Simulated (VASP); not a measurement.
LiCl: relaxation of cell and atoms with PBE

LiCl:

```xyz
2
Lattice="0.0000 2.4293 2.4293 2.4293 0.0000 2.4293 2.4293 2.4293 0.0000" Properties=species:S:1:pos:R:3 pbc="T T T"
Li    0.0000    0.0000    0.0000
Cl    1.2146    1.2146    1.2146
```

```json
{
  "Program": "VASP 6.6.1",
  "Task": "relaxation of cell and atoms",
  "Functional": "PBE",
  "Potentials or basis": "VASP PAW PBE potentials, release 64 (Li_sv, Cl)",
  "Cutoff": "600 eV",
  "k mesh": "8 × 8 × 8",
  "Occupations": "fermi-dirac, width 0.02 eV",
  "Spin": "no spin polarisation",
  "Dipole correction": "no",
  "Further INCAR settings": "ALGO = Normal; EDIFF = 1e-06; IBRION = 2; EDIFFG = -0.005; NSW = 80; ISIF = 3"
}
```

```json
{
 "Relaxed volume": "20.78 Å³/atom",
 "Relaxed cell": "a = 3.888 Å, b = 3.888 Å, c = 3.888 Å, α = 60.00°, β = 60.00°, γ = 60.00°",
 "Space group after relaxing (to 0.1 Å)": "F-43m (No. 216)",
 "Energy gained by relaxing": "302.9 meV/atom",
 "Ionic steps": "6",
 "Pressure after relaxing": "0.0 GPa",
 "Band gap on the k mesh": "6.00 eV"
}
```

Step by step:
```tsv
step	energy change (eV)	largest force (eV/Å)	pressure (GPa)	volume (Å³)
1	0.0000	0.0000	20.63	28.67
2	-0.5573	0.0000	3.82	37.04
3	-0.6007	0.0000	1.10	39.97
4	-0.6058	0.0000	0.11	41.33
5	-0.6058	0.0000	-0.07	41.61
6	-0.6059	0.0000	-0.03	41.56
```

Final structure:
```
CELL_PARAMETERS angstrom
0.00000 2.74915 2.74915
2.74915 0.00000 2.74915
2.74915 2.74915 0.00000
ATOMIC_POSITIONS crystal
Li 0.00000 0.00000 0.00000
Cl 0.25000 0.25000 0.25000
```

Levels at points of the mesh, in eV from the valence-band top:
```csv
k point,band 2,band 3,band 4,band 5,band 6,band 7,band 8,band 9
"(0.00, 0.00, 0.00)",-12.70,0.00,0.00,0.00,6.00,10.15,10.15,10.15
"(0.50, 0.00, 0.00)",-12.41,-1.98,-0.28,-0.28,8.34,10.32,10.32,10.66
"(0.50, 0.50, 0.00)",-12.33,-1.60,-0.82,-0.82,6.65,9.65,13.35,13.82
```

Wall time 57 s on 1 thread of Intel Xeon 8259CL (shared host), peak memory 0.15 GiB.

Caveat: the cutoff is under 1.25 times the usual one of these potentials, so pressure, stress and relaxed cells hold a basis-set (Pulay) error; the volume moved by over 15 % at a fixed basis, so the end points are rough. A k mesh can miss the band edges.
